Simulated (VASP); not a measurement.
# ZnS (P1) in VASP: further runs

ZnS is run at these levels: r2SCAN; tasks: single point.

Everything below comes from runs of VASP 6.6.1. Logs are shortened: lines on timing, memory, paths and dates and some standing lists are left out, and cuts for length are marked.

## (1) The cell of the first run

The typed cell holds 4 atoms: a = 3.811 Å, b = 3.811 Å, c = 6.234 Å, α = 90.00°, β = 90.00°, γ = 120.00°.

## (2) Single point, r2SCAN (atom 1 (Zn) moved by (+0.450, +0.225) A along [1 1 0] and z)

File POSCAR:

```
ZnS
1.0
    3.8109987816      0.0000000000      0.0000000000
   -1.9054993908      3.3004217586      0.0000000000
    0.0000000000      0.0000000000      6.2340000000
Zn S
2 2
Direct
    0.4650336594      0.7630779967      0.0360923965
    0.6666666667      0.3333333333      0.5000000000
    0.3333333333      0.6666666667      0.3850000000
    0.6666666667      0.3333333333      0.8850000000
```

File INCAR.step1:

```
SYSTEM = ZnS
PREC     = Accurate       ! precision mode
ENCUT    = 520            ! plane-wave cutoff, eV
ISMEAR   = 0              ! smearing method
SIGMA    = 0.05           ! smearing width, eV
LREAL    = .False.        ! projectors in reciprocal space
LASPH    = .True.         ! aspherical terms in the spheres
NELM     = 80             ! most SCF steps
NBANDS   = 26             ! bands
GGA      = PE             ! functional
ALGO     = Normal         ! electronic algorithm
EDIFF    = 1E-4           ! SCF threshold, eV
LWAVE    = .True.         ! write WAVECAR
LCHARG   = .False.        ! write CHGCAR
```

File INCAR.step2:

```
SYSTEM = ZnS
PREC     = Accurate       ! precision mode
ENCUT    = 520            ! plane-wave cutoff, eV
EDIFF    = 1E-7           ! SCF threshold, eV
ISMEAR   = 0              ! smearing method
SIGMA    = 0.05           ! smearing width, eV
LREAL    = .False.        ! projectors in reciprocal space
LASPH    = .True.         ! aspherical terms in the spheres
NELM     = 80             ! most SCF steps
ALGO     = Normal         ! electronic algorithm
ISIF     = 2              ! what is computed and relaxed
LWAVE    = .False.        ! write WAVECAR
LCHARG   = .True.         ! write CHGCAR
METAGGA  = R2SCAN         ! meta-GGA
LMIXTAU  = .True.       
LELF     = .True.         ! ELF
LVHAR    = .True.       
NBANDS   = 26             ! bands
ISTART   = 1
```

File KPOINTS:

```
regular mesh
0
Gamma
  6 6 4
  0 0 0
```

Potentials or basis: VASP PAW PBE potentials, release 64 (Zn, S).

The run is started by

```console
cat potpaw_PBE.64/Zn/POTCAR potpaw_PBE.64/S/POTCAR > POTCAR
cp INCAR.step1 INCAR
mpirun -np 1 vasp_std > vasp.out
cp INCAR.step2 INCAR
mpirun -np 1 vasp_std > vasp.out
```

OUTCAR:

```text
SYSTEM = ZnS
   PREC = Accurate
   ENCUT = 520
   EDIFF = 1E-7
   ISMEAR = 0
   LREAL = .False.
   LASPH = .True.
   NELM = 80
   ISIF = 2
   METAGGA = R2SCAN
   ISTART = 1

 ion  position               nearest neighbor table
   1  0.465  0.763  0.036-   4 2.13   3 2.22   4 2.33   4 2.80
   2  0.667  0.333  0.500-   3 2.31   3 2.31   3 2.31   4 2.40
   3  0.333  0.667  0.385-   1 2.22   2 2.31   2 2.31   2 2.31
   4  0.667  0.333  0.885-   1 2.13   1 2.33   2 2.40   1 2.80

  LATTYP: Found a hexagonal cell.
 ALAT       =     3.8109987816
 C/A-ratio  =     1.6357916539

  Lattice vectors:

 A1 = (   3.8109987816,   0.0000000000,   0.0000000000)
 A2 = (  -1.9054993908,   3.3004217586,   0.0000000000)
 A3 = (   0.0000000000,   0.0000000000,   6.2340000000)

Analysis of symmetry for initial positions (statically):
=====================================================================
 Subroutine PRICEL returns:
 Original cell was already a primitive cell.

 Routine SETGRP: Setting up the symmetry group for a
 hexagonal supercell.

 Subroutine GETGRP returns: Found  1 space group operations
 (whereof  1 operations were pure point group operations)
 out of a pool of 24 trial point group operations.

The static configuration has the point symmetry C_1 .

Analysis of symmetry for dynamics (positions and initial velocities):
=====================================================================
 Subroutine PRICEL returns:
 Original cell was already a primitive cell.

 Routine SETGRP: Setting up the symmetry group for a
 hexagonal supercell.

 Subroutine GETGRP returns: Found  1 space group operations
 (whereof  1 operations were pure point group operations)
 out of a pool of 24 trial point group operations.

The dynamic configuration has the point symmetry C_1 .

 Subroutine INISYM returns: Found  1 space group operations
 (whereof  1 operations are pure point group operations),
 and found     1 'primitive' translations

----------------------------------------------------------------------------------------

                                     Primitive cell

  volume of cell :      78.4106

  direct lattice vectors                    reciprocal lattice vectors
     3.810998782  0.000000000  0.000000000     0.262398405  0.151495789  0.000000000
    -1.905499391  3.300421759  0.000000000     0.000000000  0.302991579  0.000000000
     0.000000000  0.000000000  6.234000000     0.000000000  0.000000000  0.160410651

  length of vectors
     3.810998782  3.810998782  6.234000000     0.302991579  0.302991579  0.160410651

  position of ions in fractional coordinates (direct lattice)
     0.465033659  0.763077997  0.036092397
     0.666666667  0.333333333  0.500000000
     0.333333333  0.666666667  0.385000000
     0.666666667  0.333333333  0.885000000

  ion indices of the primitive-cell ions
   primitive index   ion index
                 1           1
                 2           2
                 3           3
                 4           4

----------------------------------------------------------------------------------------

 KPOINTS: regular mesh

Automatic generation of k-mesh.
 Grid dimensions read from file:
 generate k-points for:    6    6    4

 Generating k-lattice:

  Cartesian coordinates                     Fractional coordinates (reciprocal lattice)
     0.043733067  0.025249298  0.000000000     0.166666667  0.000000000  0.000000000
     0.000000000  0.050498596  0.000000000     0.000000000  0.166666667  0.000000000
     0.000000000  0.000000000  0.040102663     0.000000000  0.000000000  0.250000000

  Length of vectors
     0.050498596  0.050498596  0.040102663

  Shift w.r.t. Gamma in fractional coordinates (k-lattice)
     0.000000000  0.000000000  0.000000000

 Subroutine IBZKPT returns following result:
 ===========================================

 Found     76 irreducible k-points:

 Following reciprocal coordinates:
            Coordinates               Weight
  0.000000  0.000000  0.000000      1.000000
  0.166667  0.000000  0.000000      2.000000
  0.000000  0.166667  0.000000      2.000000
 -0.166667  0.166667  0.000000      2.000000
  0.333333  0.000000  0.000000      2.000000
  0.000000  0.333333  0.000000      2.000000
[... 16 lines left out ...]
  0.000000  0.166667  0.250000      2.000000
 -0.166667  0.166667  0.250000      2.000000
 [... further k-points ...]
   k-points           NKPTS =     76   k-points in BZ     NKDIM =     76   number of bands    NBANDS=     26
   number of dos      NEDOS =    301   number of ions     NIONS =      4
   total plane-waves  NPLWV =  37632
   dimension x,y,z NGX =    28 NGY =   28 NGZ =   48
   dimension x,y,z NGXF=    56 NGYF=   56 NGZF=   96
   ions per type =               2   2
   NGX,Y,Z   is equivalent  to a cutoff of  12.21, 12.21, 12.80 a.u.
   NGXF,Y,Z  is equivalent  to a cutoff of  24.43, 24.43, 25.60 a.u.
 SYSTEM =  ZnS
   PREC   = accura    normal or accurate (medium, high low for compatibility)
   ISTART =      1    job   : 0-new  1-cont  2-samecut
   ICHARG =      0    charge: 1-file 2-atom 10-const
   ISPIN  =      1    spin polarized calculation?
   LNONCOLLINEAR =      F non collinear calculations
   LSORBIT =      F    spin-orbit coupling
   LASPH  =      T    aspherical Exc in radial PAW
   ENCUT  =  520.0 eV  38.22 Ry    6.18 a.u.   7.09  7.09 11.59*2*pi/ulx,y,z
   NELM   =     80;   NELMIN=  2; NELMDL=  0     # of ELM steps
   EDIFF  = 0.1E-06   stopping-criterion for ELM
   LREAL  =      F    real-space projection
   EDIFFG = 0.1E-05   stopping-criterion for IOM
   NSW    =      0    number of steps for IOM
   IBRION =     -1    ionic relax: 0-MD 1-quasi-New 2-CG
   NFREE  =      0    steps in history (QN), initial steepest desc. (CG)
   ISIF   =      2    stress and relaxation
   ISYM   =      2    0-nonsym 1-usesym 2-fastsym
   POTIM  = 0.5000    time-step for ionic-motion
   TEBEG  =    0.0;   TEEND  =   0.0 temperature during run
   PSTRESS=    0.0 pullay stress
   NELECT =      36.0000    total number of electrons
   NUPDOWN=      -1.0000    fix difference up-down
   EMIN   =  10.00;   EMAX   =-10.00  energy-range for DOS
   EFERMI =   0.00;   METHOD = LEGACY
   ISMEAR =     0;   SIGMA  =   0.05  broadening in eV -4-tet -1-fermi 0-gaus
   EFERMI_NEDOS =   21; number of points for ismear=-14 and -15
   IALGO  =     38    algorithm
   IMIX   =      4    mixing-type and parameters
     AMIX     =   0.40;   BMIX     =  1.00
     AMIX_MAG =   1.60;   BMIX_MAG =  1.00
  volume/ion in A,a.u.               =      19.60       132.29
  Fermi-wavevector in a.u.,A,eV,Ry     =   1.262944  2.386617 21.701656  1.595027
  Thomas-Fermi vector in A             =   2.396326
   LORBIT       =      0    0 simple, 1 ext, 2 COOP (PROOUT), +10 PAW based schemes
   METAGGA = R2SCAN    functional components
   LHFCALC =     F    Hartree Fock is set to
   AEXX    =    0.0000 exact exchange contribution
   IVDW    =     0    specifies the selected vdW correction
   LEPSILON=     F    determine dielectric tensor
   LRPA    =     F    only Hartree local field effects (RPA)
 non-spin polarized calculation
 Gauss-broadening in eV      SIGMA  =   0.05
  energy-cutoff  :      520.00
  volume of cell :       78.41
 maximum number of plane-waves:      2133
   NGX = 15   NGY = 15   NGZ = 23

 number of electron      36.0000001 magnetization

 Free energy of the ion-electron system (eV)
  ---------------------------------------------------
  ext. energy  EPLUGINS =         0.00000000
  ---------------------------------------------------
  free energy    TOTEN  =       -37.27229853 eV

  energy without entropy =      -37.27229853  energy(sigma->0) =      -37.27229853

 E-fermi :   2.4764     XC(G=0): -10.3006

 val. band max:        2.1903572666   @ k =   0.0000   0.0000   0.0000
 cond. band min:       4.5704112848   @ k =   0.0000   0.0000   0.0000
 fundamental gap:      2.3800540182
 Fermi energy:         2.4764066649

 k-point     1 :       0.0000    0.0000    0.0000
  band No.  band energies     occupation
      1     -12.0735      2.00000
      2     -10.7620      2.00000
      3      -4.9274      2.00000
      4      -4.9050      2.00000
      5      -4.7898      2.00000
      6      -4.6678      2.00000
[... 18 lines left out ...]
     25      10.8100      0.00000
     26      11.6740      0.00000

 k-point     2 :       0.1667    0.0000    0.0000
  band No.  band energies     occupation
      1     -11.9021      2.00000
      2     -10.6663      2.00000
      3      -4.8972      2.00000
      4      -4.8703      2.00000
      5      -4.7897      2.00000
      6      -4.6438      2.00000
[... 18 lines left out ...]
     25      10.9490      0.00000
     26      11.0425      0.00000

 k-point     3 :       0.0000    0.1667    0.0000
  band No.  band energies     occupation
      1     -11.8951      2.00000
      2     -10.6498      2.00000
      3      -4.9348      2.00000
      4      -4.8609      2.00000
      5      -4.7447      2.00000
      6      -4.6563      2.00000
[... 18 lines left out ...]
     25      10.5360      0.00000
     26      11.0899      0.00000

 k-point     4 :      -0.1667    0.1667    0.0000
  band No.  band energies     occupation
      1     -11.8977      2.00000
      2     -10.6495      2.00000
      3      -4.9185      2.00000
      4      -4.8795      2.00000
      5      -4.7406      2.00000
      6      -4.6466      2.00000
[... 18 lines left out ...]
     25      10.5415      0.00000
     26      11.0831      0.00000
[... 496 lines left out ...]
      1     -11.8346      2.00000
      2     -10.7651      2.00000
      3      -4.8854      2.00000
      4      -4.8628      2.00000
      5      -4.8153      2.00000
      6      -4.6666      2.00000
[... 18 lines left out ...]
     25      11.0716      0.00000
     26      11.2355      0.00000

 k-point    23 :       0.0000    0.1667    0.2500
  band No.  band energies     occupation
      1     -11.8303      2.00000
      2     -10.7448      2.00000
      3      -4.9178      2.00000
      4      -4.8829      2.00000
      5      -4.7746      2.00000
      6      -4.6555      2.00000
[... 18 lines left out ...]
     25      10.6775      0.00000
     26      11.0728      0.00000

 k-point    24 :      -0.1667    0.1667    0.2500
  band No.  band energies     occupation
      1     -11.8277      2.00000
      2     -10.7528      2.00000
      3      -4.9321      2.00000
      4      -4.8624      2.00000
      5      -4.7634      2.00000
      6      -4.6549      2.00000
[... 18 lines left out ...]
     25      10.7700      0.00000
     26      11.2282      0.00000

 [... further k-points ...]
[... 5 lines left out ...]
  --------------------------------------------------------------------------------------
  -------------------------------------------------------------------------------------
  Total        0.0893862      2.2451729      1.2396403     -0.3482905     -1.3880343     -0.0453231
  in kB        1.8264420     45.8759771     25.3297685     -7.1166745    -28.3619271     -0.9260936
  external PRESSURE =      24.3440625 kB  Pullay stress =       0.0000000 kB

 VOLUME and BASIS-vectors are now :
 -----------------------------------------------------------------------------
  energy-cutoff  :      520.00
  volume of cell :       78.41
      direct lattice vectors                 reciprocal lattice vectors
     3.810998782  0.000000000  0.000000000     0.262398405  0.151495789  0.000000000
    -1.905499391  3.300421759  0.000000000     0.000000000  0.302991579  0.000000000
     0.000000000  0.000000000  6.234000000     0.000000000  0.000000000  0.160410651

 POSITION                                       TOTAL-FORCE (eV/Angst)
 -----------------------------------------------------------------------------------
      0.31820      2.51848      0.22500        -0.181809     -1.571158     -0.609366
      1.90550      1.10014      3.11700        -0.070945     -0.056090      0.772126
     -0.00000      2.20028      2.40009         0.084015      0.008922      0.499023
      1.90550      1.10014      5.51709         0.168739      1.618326     -0.661782
 -----------------------------------------------------------------------------------
    total drift:                               -0.010830      0.011988      0.020819

  FREE ENERGIE OF THE ION-ELECTRON SYSTEM (eV)
  ---------------------------------------------------
  free  energy   TOTEN  =       -37.2722985304 eV

  energy  without entropy=      -37.2722985304  energy(sigma->0) =      -37.27229853
```

Run time: 3.9 min. Hardware: 1 thread of Intel Xeon 6975P-C (Granite Rapids), shared host; peak memory 0.28 GiB.

Results:

- Free energy: -37.2723 eV
- Pressure: 2.4 GPa
- Largest force: 1.757 eV/Å
- Band gap on the k mesh: 2.38 eV

Forces on the atoms (eV/Å):
```
Zn  -0.182 -1.571 -0.609
Zn  -0.071 -0.056  0.772
S    0.084  0.009  0.499
S    0.169  1.618 -0.662
```

Caveat: the cell differs from its parent crystal (atom 1 (Zn) moved by (+0.450, +0.225) A along [1 1 0] and z); the PAW data sets were made with another functional, which shifts forces and pressure a little.

[end of part 1 of 2]
